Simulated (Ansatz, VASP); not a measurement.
## One calculation of MoSe, two programs

File INCAR:

```
SYSTEM = MoSe
PREC = Accurate ; ENCUT = 500
EDIFF = 1E-6 ; ISMEAR = 0
SIGMA = 0.05 ; LREAL = .FALSE.
LASPH = .TRUE. ; NELM = 200
ALGO = Normal ; ISIF = 2
LWAVE = .FALSE. ; LCHARG = .FALSE.
ISPIN = 2 ; MAGMOM = 0.26 0
LORBIT = 11 ; LMAXMIX = 4
GGA = PS ; NBANDS = 21
GGA_COMPAT = .FALSE.
```

Contents of KPOINTS:

```
Automatic mesh
0
G
  10 10 10
  0 0 0
```

Contents of POSCAR:

```
MoSe
1.0
    0.0000000000      2.5753605460      2.5753605460
    2.5753605460      0.0000000000      2.5753605460
    2.5753605460      2.5753605460      0.0000000000
Mo Se
1 1
Direct
    0.5000000000      0.5000000000      0.5000000000
    0.0000000000      0.0000000000      0.0000000000
```

Input for Ansatz:

```yaml
crystal:
  lattice:
    - [0.0, 2.575360546, 2.575360546]
    - [2.575360546, 0.0, 2.575360546]
    - [2.575360546, 2.575360546, 0.0]
  atoms:
    - { symbol: Mo, position: [0.5, 0.5, 0.5], spin: 0.26 }
    - { symbol: Se, position: [0.0, 0.0, 0.0] }
basis:
  ecutwfc: 420
  ecutrho_ratio: 4
kpoints:
  mp_grid: { grid: [10, 10, 10] }
hamiltonian:
  xc: pbesol
scf:
  occupations: { method: gaussian, width: 0.05 }
output:
  forces: true
  stress: true
  eigenvalues: true
  populations: true
magnetization:
  spin_polarized: true
```

Alike in both runs: task single point; functional PBEsol; k mesh 10 × 10 × 10; occupations gaussian, width 0.05 eV; collinear spin.

|  | VASP | Ansatz |
| --- | --- | --- |
| version | VASP 6.6.1 | Ansatz 0.2.0 |
| potentials or method | VASP PAW PBE potentials, release 64 (Mo_sv, Se), cutoff 500 eV | scalar-relativistic, plane waves, PAW |
| valence electrons in the cell | 20 | 30 |

Ansatz gave:

```
pressure (GPa)                                                : 0.0
net moment per atom (μB)                                      : 0.14
size of the moment on the site where the two differ most (μB) : 0.22
```

Task: Estimate VASP's values.

Result: Pressure (GPa): 0.2; net moment per atom (μB): 0.07; size of the moment on the site where the two differ most (μB): 0.13.

VASP's potentials were made for PBE, not for PBEsol. Site moments also hang on the region over which each program counts them. VASP's potentials hold 20 valence electrons a cell and Ansatz's 30, so a difference there can come from the potentials and not from the codes.
